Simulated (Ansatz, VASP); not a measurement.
**Ta8C9: VASP beside Ansatz**

```
Ta C
1.0
     0.00000    4.49000    4.49000
     4.49000    0.00000    4.49000
     4.49000    4.49000    0.00000
Ta C
8 9
Direct
  0.97945 0.98037 0.00375
  0.01903 0.01999 0.44132
  0.97938 0.53674 0.00373
  0.98977 0.50081 0.50901
  0.53575 0.98040 0.00384
  0.49971 0.99089 0.50910
  0.49085 0.49187 0.02579
  0.49971 0.50066 0.50912
  0.25767 0.25873 0.26498
  0.24296 0.24400 0.76941
  0.25770 0.71897 0.26499
  0.24511 0.75637 0.74246
  0.71794 0.25874 0.26493
  0.75543 0.24607 0.74246
  0.74144 0.74246 0.27395
  0.75540 0.75641 0.74245
  0.15303 0.15398 0.03930
```

Alike in both runs: functional LDA; k mesh 2 × 2 × 2; occupations fermi-dirac, width 0.15 eV; no spin polarisation.

Ansatz relaxed the structure, and its values are those at the end. VASP's run is a single point on that final structure, the one shown.

|  | VASP | Ansatz |
| --- | --- | --- |
| version | VASP 6.6.1 | Ansatz 0.2.0 |
| potentials or method | VASP PAW LDA potentials, release 64 (Ta_pv, C), cutoff 520 eV | scalar-relativistic, plane waves, PAW |
| valence electrons in the cell | 124 | 140 |

|  | VASP | Ansatz | Ansatz less VASP |
| --- | --- | --- | --- |
| rms of the force components (eV/Å) | 0.022 | 0.007 | -0.0156 |

Ansatz warns that its potentials were made for another functional, while VASP's fit it. LDA's correlation is that of Perdew and Zunger in VASP and of Perdew and Wang (1992) in Ansatz. VASP's potentials hold 124 valence electrons a cell and Ansatz's 140, so a difference there can come from the potentials and not from the codes.

The k mesh is coarse, so the values compare programs but aren't converged. Spin-orbit coupling is off throughout.
